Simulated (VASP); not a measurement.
A run of VASP 6.6.1 is set up as follows.

File POSCAR:

```
GaGe3
1.0
    4.2784660000      0.0000000000      0.0000000000
    0.0000000000      4.2784660000      0.0000000000
    0.0000000000      0.0000000000      4.2784660000
Ge Ga
3 1
Direct
    0.5000000000      0.5000000000      0.0000000000
    0.5000000000      0.0000000000      0.5000000000
    0.0000000000      0.5000000000      0.5000000000
    0.0000000000      0.0000000000      0.0000000000
```

The input INCAR.step1:

```
PREC = Accurate
ENCUT = 520
ISMEAR = -1
SIGMA = 0.05
LREAL = F
LASPH = T
NELM = 80
NBANDS = 36
GGA = PE
ALGO = Normal
EDIFF = 1E-4
LWAVE = T
LCHARG = F
```

The input INCAR.step2:

```
PREC = Accurate
ENCUT = 520
EDIFF = 1E-6
ISMEAR = -1
SIGMA = 0.05
LREAL = F
LASPH = T
NELM = 80
ALGO = Normal
ISIF = 2
LWAVE = F
LCHARG = T
METAGGA = R2SCAN
LMIXTAU = T
LELF = T
LVHAR = T
NBANDS = 36
ISTART = 1
```

Contents of KPOINTS:

```
Automatic mesh
0
Gamma
  6 6 6
```

Potentials or basis: VASP PAW PBE potentials, release 64 (Ge_d, Ga_d).

Command:

```sh
$ cat potpaw_PBE.64/Ge_d/POTCAR potpaw_PBE.64/Ga_d/POTCAR > POTCAR
$ cp INCAR.step1 INCAR
$ mpirun -np 1 vasp_std > vasp.out
$ cp INCAR.step2 INCAR
$ mpirun -np 1 vasp_std > vasp.out
```

What does it give for the pressure?

-2.4 GPa.

Caveat: the PAW data sets were made with another functional, which shifts forces and pressure a little.
